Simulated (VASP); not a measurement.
# P (P6_422) in VASP: notebook

P is run at these levels: PBE; tasks: single point, relaxation of cell and atoms.

All numbers are computed with VASP 6.6.1; they aren't measurements. Logs are shortened: lines on timing, memory, paths and dates and some standing lists are left out, and cuts for length are marked.

## 1. The cell of the first run

The structure is hexagonal, space group P6_422 (No. 181). The conventional cell has a = 5.113 Å, b = 5.113 Å, c = 5.339 Å, α = 90.00°, β = 90.00°, γ = 120.00°. P (site symmetry 2) has 3 P at 2.15 to 2.31 Å within 2.9 Å.

## 2. Single point, PBE

Contents of INCAR:

```
ALGO     = Normal         # electronic algorithm
EDIFF    = 1E-6           # SCF threshold, eV
ENCUT    = 520            # plane-wave cutoff, eV
GGA      = PE             # functional
ISIF     = 2              # what is computed and relaxed
ISMEAR   = 0              # smearing method
LASPH    = T              # aspherical terms in the spheres
LCHARG   = F              # write CHGCAR
LREAL    = F              # projectors in reciprocal space
LWAVE    = F              # write WAVECAR
NBANDS   = 24             # bands
NELM     = 100            # most SCF steps
PREC     = Accurate       # precision mode
SIGMA    = 0.1            # smearing width, eV
```

Contents of KPOINTS:

```
k-points
0
Gamma
  6 6 4
```

Contents of POSCAR:

```
P
1.0
    5.1128723744      0.0000000000      0.0000000000
   -2.5564361872      4.4278773625      0.0000000000
    0.0000000000      0.0000000000      5.3387981444
P
6
Direct
    0.2893327358      0.0000000000      0.5000000000
    0.0000000000      0.2893327358      0.8333333333
    0.7106672642      0.7106672642      0.1666666667
    0.7106672642      0.0000000000      0.5000000000
    0.0000000000      0.7106672642      0.8333333333
    0.2893327358      0.2893327358      0.1666666667
```

Potentials or basis: VASP PAW PBE potentials, release 64 (P).

On the command line:

```
$ cat potpaw_PBE.64/P/POTCAR > POTCAR
$ mpirun -np 1 vasp_std > vasp.out
```

OUTCAR:

```text
EDIFF = 1E-6
   ENCUT = 520
   GGA = PE
   ISIF = 2
   ISMEAR = 0
   LASPH = T
   LREAL = F
   NELM = 100
   PREC = Accurate

 ion  position               nearest neighbor table
   1  0.289  0.000  0.500-   4 2.15   5 2.31   6 2.31   4 2.96
   2  0.000  0.289  0.833-   5 2.15   4 2.31   6 2.31   5 2.96
   3  0.711  0.711  0.167-   6 2.15   4 2.31   5 2.31   6 2.96
   4  0.711  0.000  0.500-   1 2.15   2 2.31   3 2.31   1 2.96
   5  0.000  0.711  0.833-   2 2.15   1 2.31   3 2.31   2 2.96
   6  0.289  0.289  0.167-   3 2.15   1 2.31   2 2.31   3 2.96

  LATTYP: Found a hexagonal cell.
 ALAT       =     5.1128723744
 C/A-ratio  =     1.0441876412

  Lattice vectors:

 A1 = (   5.1128723744,   0.0000000000,   0.0000000000)
 A2 = (  -2.5564361872,   4.4278773625,   0.0000000000)
 A3 = (   0.0000000000,   0.0000000000,   5.3387981444)

Analysis of symmetry for initial positions (statically):
=====================================================================
 Subroutine PRICEL returns:
 Original cell was already a primitive cell.

 Routine SETGRP: Setting up the symmetry group for a
 hexagonal supercell.

 Subroutine GETGRP returns: Found 12 space group operations
 (whereof  4 operations were pure point group operations)
 out of a pool of 24 trial point group operations.

The static configuration has the point symmetry D_2 .
 The point group associated with its full space group is D_6 .

Analysis of symmetry for dynamics (positions and initial velocities):
=====================================================================
 Subroutine PRICEL returns:
 Original cell was already a primitive cell.

 Routine SETGRP: Setting up the symmetry group for a
 hexagonal supercell.

 Subroutine GETGRP returns: Found 12 space group operations
 (whereof  4 operations were pure point group operations)
 out of a pool of 24 trial point group operations.

The dynamic configuration has the point symmetry D_2 .
 The point group associated with its full space group is D_6 .

 Subroutine INISYM returns: Found 12 space group operations
 (whereof  4 operations are pure point group operations),
 and found     1 'primitive' translations

----------------------------------------------------------------------------------------

                                     Primitive cell

  volume of cell :     120.8660

  direct lattice vectors                    reciprocal lattice vectors
     5.112872374  0.000000000  0.000000000     0.195584776  0.112920923  0.000000000
    -2.556436187  4.427877363  0.000000000     0.000000000  0.225841847  0.000000000
     0.000000000  0.000000000  5.338798144     0.000000000  0.000000000  0.187308074

  length of vectors
     5.112872374  5.112872374  5.338798144     0.225841847  0.225841847  0.187308074

  position of ions in fractional coordinates (direct lattice)
     0.289332736  0.000000000  0.500000000
     1.000000000  0.289332736  0.833333333
     0.710667264  0.710667264  0.166666667
     0.710667264  0.000000000  0.500000000
     1.000000000  0.710667264  0.833333333
     0.289332736  0.289332736  0.166666667

  ion indices of the primitive-cell ions
   primitive index   ion index
                 1           1
                 2           2
                 3           3
                 4           4
                 5           5
                 6           6

----------------------------------------------------------------------------------------

 KPOINTS: k-points

Automatic generation of k-mesh.
 Grid dimensions read from file:
 generate k-points for:    6    6    4

 Generating k-lattice:

  Cartesian coordinates                     Fractional coordinates (reciprocal lattice)
     0.032597463  0.018820154  0.000000000     0.166666667 -0.000000000  0.000000000
     0.000000000  0.037640308  0.000000000     0.000000000  0.166666667  0.000000000
     0.000000000  0.000000000  0.046827019     0.000000000  0.000000000  0.250000000

  Length of vectors
     0.037640308  0.037640308  0.046827019

  Shift w.r.t. Gamma in fractional coordinates (k-lattice)
     0.000000000  0.000000000  0.000000000

 Subroutine IBZKPT returns following result:
 ===========================================

 Found     21 irreducible k-points:

 Following reciprocal coordinates:
            Coordinates               Weight
  0.000000  0.000000  0.000000      1.000000
  0.166667  0.000000  0.000000      6.000000
  0.333333  0.000000  0.000000      6.000000
  0.500000  0.000000  0.000000      3.000000
  0.166667  0.166667  0.000000      6.000000
  0.333333  0.166667  0.000000     12.000000
[... 13 lines left out ...]
  0.333333  0.166667  0.500000     12.000000
  0.333333  0.333333  0.500000      2.000000
   k-points           NKPTS =     21   k-points in BZ     NKDIM =     21   number of bands    NBANDS=     24
   number of dos      NEDOS =    301   number of ions     NIONS =      6
   total plane-waves  NPLWV =  64000
   dimension x,y,z NGX =    40 NGY =   40 NGZ =   40
   dimension x,y,z NGXF=    80 NGYF=   80 NGZF=   80
   ions per type =               6
   NGX,Y,Z   is equivalent  to a cutoff of  13.01, 13.01, 12.46 a.u.
   NGXF,Y,Z  is equivalent  to a cutoff of  26.01, 26.01, 24.91 a.u.
 SYSTEM =  unknown system
   PREC   = accura    normal or accurate (medium, high low for compatibility)
   ISTART =      0    job   : 0-new  1-cont  2-samecut
   ICHARG =      2    charge: 1-file 2-atom 10-const
   ISPIN  =      1    spin polarized calculation?
   LNONCOLLINEAR =      F non collinear calculations
   LSORBIT =      F    spin-orbit coupling
   LASPH  =      T    aspherical Exc in radial PAW
   ENCUT  =  520.0 eV  38.22 Ry    6.18 a.u.   9.51  9.51  9.93*2*pi/ulx,y,z
   NELM   =    100;   NELMIN=  2; NELMDL= -5     # of ELM steps
   EDIFF  = 0.1E-05   stopping-criterion for ELM
   LREAL  =      F    real-space projection
   EDIFFG = 0.1E-04   stopping-criterion for IOM
   NSW    =      0    number of steps for IOM
   IBRION =     -1    ionic relax: 0-MD 1-quasi-New 2-CG
   NFREE  =      0    steps in history (QN), initial steepest desc. (CG)
   ISIF   =      2    stress and relaxation
   ISYM   =      2    0-nonsym 1-usesym 2-fastsym
   POTIM  = 0.5000    time-step for ionic-motion
   TEBEG  =    0.0;   TEEND  =   0.0 temperature during run
   PSTRESS=    0.0 pullay stress
   NELECT =      30.0000    total number of electrons
   NUPDOWN=      -1.0000    fix difference up-down
   EMIN   =  10.00;   EMAX   =-10.00  energy-range for DOS
   EFERMI =   0.00;   METHOD = LEGACY
   ISMEAR =     0;   SIGMA  =   0.10  broadening in eV -4-tet -1-fermi 0-gaus
   EFERMI_NEDOS =   21; number of points for ismear=-14 and -15
   IALGO  =     38    algorithm
   IMIX   =      4    mixing-type and parameters
     AMIX     =   0.40;   BMIX     =  1.00
     AMIX_MAG =   1.60;   BMIX_MAG =  1.00
  volume/ion in A,a.u.               =      20.14       135.94
  Fermi-wavevector in a.u.,A,eV,Ry     =   1.028839  1.944223 14.401887  1.058509
  Thomas-Fermi vector in A             =   2.162856
   LORBIT       =      0    0 simple, 1 ext, 2 COOP (PROOUT), +10 PAW based schemes
   GGA     = PE    functional components
   LHFCALC =     F    Hartree Fock is set to
   AEXX    =    0.0000 exact exchange contribution
   IVDW    =     0    specifies the selected vdW correction
   LEPSILON=     F    determine dielectric tensor
   LRPA    =     F    only Hartree local field effects (RPA)
 non-spin polarized calculation
 Gauss-broadening in eV      SIGMA  =   0.10
  energy-cutoff  :      520.00
  volume of cell :      120.87
 maximum number of plane-waves:      3283
 NGX is ok and might be reduce to    40
   NGX = 19   NGY = 19   NGZ = 19

 number of electron      29.9999996 magnetization

 Free energy of the ion-electron system (eV)
  ---------------------------------------------------
  ext. energy  EPLUGINS =         0.00000000
  ---------------------------------------------------
  free energy    TOTEN  =       -28.59476524 eV

  energy without entropy =      -28.57602896  energy(sigma->0) =      -28.58539710

 E-fermi :   5.3316     XC(G=0):  -9.5849

 val. band max:        5.3109249312   @ k =   0.3333   0.0000   0.0000
 cond. band min:       5.3393417312   @ k =   0.5000   0.0000   0.2500
 fundamental gap:      0.0284168000
 Fermi energy:         5.3316494832

 k-point     1 :       0.0000    0.0000    0.0000
  band No.  band energies     occupation
      1      -9.4289      2.00000
      2      -6.1259      2.00000
      3      -6.1259      2.00000
      4      -4.2313      2.00000
      5      -4.2313      2.00000
      6      -1.5428      2.00000
[... 16 lines left out ...]
     23      11.8135      0.00000
     24      11.9443      0.00000

 k-point     2 :       0.1667    0.0000    0.0000
  band No.  band energies     occupation
      1      -9.2736      2.00000
      2      -6.3604      2.00000
      3      -6.1668      2.00000
      4      -4.6260      2.00000
      5      -4.0836      2.00000
      6      -0.9543      2.00000
[... 16 lines left out ...]
     23      10.6366      0.00000
     24      12.0143      0.00000

 k-point     3 :       0.3333    0.0000    0.0000
  band No.  band energies     occupation
      1      -8.8265      2.00000
      2      -7.0870      2.00000
      3      -6.2428      2.00000
      4      -4.9455      2.00000
      5      -3.7018      2.00000
      6      -1.6692      2.00000
[... 16 lines left out ...]
     23      11.3498      0.00000
     24      11.6740      0.00000

 k-point     4 :       0.5000    0.0000    0.0000
  band No.  band energies     occupation
      1      -8.3274      2.00000
      2      -7.7480      2.00000
      3      -6.2784      2.00000
      4      -5.0045      2.00000
      5      -3.3990      2.00000
      6      -2.1401      2.00000
[... 16 lines left out ...]
     23      11.2941      0.00000
     24      11.6554      0.00000

 k-point     5 :       0.1667    0.1667    0.0000
  band No.  band energies     occupation
      1      -8.9706      2.00000
      2      -6.6337      2.00000
      3      -6.5519      2.00000
      4      -4.7131      2.00000
      5      -3.8738      2.00000
      6      -1.7302      2.00000
[... 16 lines left out ...]
     23      10.7456      0.00000
     24      11.1533      0.00000

 k-point     6 :       0.3333    0.1667    0.0000
  band No.  band energies     occupation
      1      -8.4190      2.00000
      2      -7.4176      2.00000
      3      -6.7537      2.00000
      4      -4.5233      2.00000
      5      -3.5199      2.00000
      6      -2.5424      2.00000
[... 16 lines left out ...]
     23      10.6215      0.00000
     24      11.5762      0.00000
[... 298 lines left out ...]
 k-point    18 :       0.5000    0.0000    0.5000
  band No.  band energies     occupation
      1      -7.8771      2.00000
      2      -7.6827      2.00000
      3      -6.3652      2.00000
      4      -6.1229      2.00000
      5      -3.2989      2.00000
      6      -2.3319      2.00000
[... 16 lines left out ...]
     23      10.7852      0.00000
     24      10.7901      0.00000

 k-point    19 :       0.1667    0.1667    0.5000
  band No.  band energies     occupation
      1      -8.1489      2.00000
      2      -8.1144      2.00000
      3      -5.8280      2.00000
      4      -5.2286      2.00000
      5      -3.6246      2.00000
      6      -1.6529      2.00000
[... 16 lines left out ...]
     23      10.8909      0.00000
     24      11.5132      0.00000

 k-point    20 :       0.3333    0.1667    0.5000
  band No.  band energies     occupation
      1      -7.8347      2.00000
      2      -7.7299      2.00000
      3      -6.6173      2.00000
      4      -5.6052      2.00000
      5      -4.1295      2.00000
      6      -1.2779      2.00000
[... 16 lines left out ...]
     23      10.7865      0.00000
     24      11.2529      0.00000

 k-point    21 :       0.3333    0.3333    0.5000
  band No.  band energies     occupation
      1      -7.6780      2.00000
      2      -7.2883      2.00000
      3      -7.2883      2.00000
      4      -5.0739      2.00000
      5      -5.0739      2.00000
      6      -0.7006      2.00000
[... 16 lines left out ...]
     23      10.4702      0.00000
     24      11.4511      0.00000

------------------------ aborting loop because EDIFF is reached ----------------------------------------

  FORCE on cell =-STRESS in cart. coord.  units (eV):
  Direction    XX          YY          ZZ          XY          YZ          ZX
  --------------------------------------------------------------------------------------
  -------------------------------------------------------------------------------------
  Total       -0.0317802     -0.0317802     -0.2683012      0.0000000      0.0000000      0.0000000
  in kB       -0.4212728     -0.4212728     -3.5565521      0.0000000      0.0000000      0.0000000
  external PRESSURE =      -1.4663659 kB  Pullay stress =       0.0000000 kB

 VOLUME and BASIS-vectors are now :
 -----------------------------------------------------------------------------
  energy-cutoff  :      520.00
  volume of cell :      120.87
      direct lattice vectors                 reciprocal lattice vectors
     5.112872374  0.000000000  0.000000000     0.195584776  0.112920923  0.000000000
    -2.556436187  4.427877363  0.000000000     0.000000000  0.225841847  0.000000000
     0.000000000  0.000000000  5.338798144     0.000000000  0.000000000  0.187308074

 POSITION                                       TOTAL-FORCE (eV/Angst)
 -----------------------------------------------------------------------------------
      1.47932      0.00000      2.66940         0.015149     -0.000000      0.000000
     -0.73966      1.28113      4.44900        -0.007574      0.013119      0.000000
      1.81678      3.14675      0.88980        -0.007574     -0.013119     -0.000000
      3.63355      0.00000      2.66940        -0.015149     -0.000000      0.000000
     -1.81678      3.14675      4.44900         0.007574     -0.013119     -0.000000
      0.73966      1.28113      0.88980         0.007574      0.013119     -0.000000
 -----------------------------------------------------------------------------------
    total drift:                                0.000000      0.000000     -0.000000

  FREE ENERGIE OF THE ION-ELECTRON SYSTEM (eV)
  ---------------------------------------------------
  free  energy   TOTEN  =       -28.5947652442 eV

  energy  without entropy=      -28.5760289579  energy(sigma->0) =      -28.58539710
```

Run time: 35 s. Hardware: 1 thread of AMD EPYC 9R45 (Zen 5), shared host; peak memory 0.2 GiB.

What came out:

| Quantity | Value |
| --- | --- |
| Free energy | -28.5948 eV |
| Pressure | -0.1 GPa |
| Largest force | 0.015 eV/Å |
| Band gap on the k mesh | zero (band 15 reaches 5.67 eV, above the bottom of band 16 at 4.52 eV) |

Forces in eV/Å, atoms in the order of the input:
```
P    0.015  0.000  0.000
P   -0.008  0.013  0.000
P   -0.008 -0.013  0.000
P   -0.015  0.000  0.000
P    0.008 -0.013  0.000
P    0.008  0.013  0.000
```

(Part 1 of 2 ends here.)
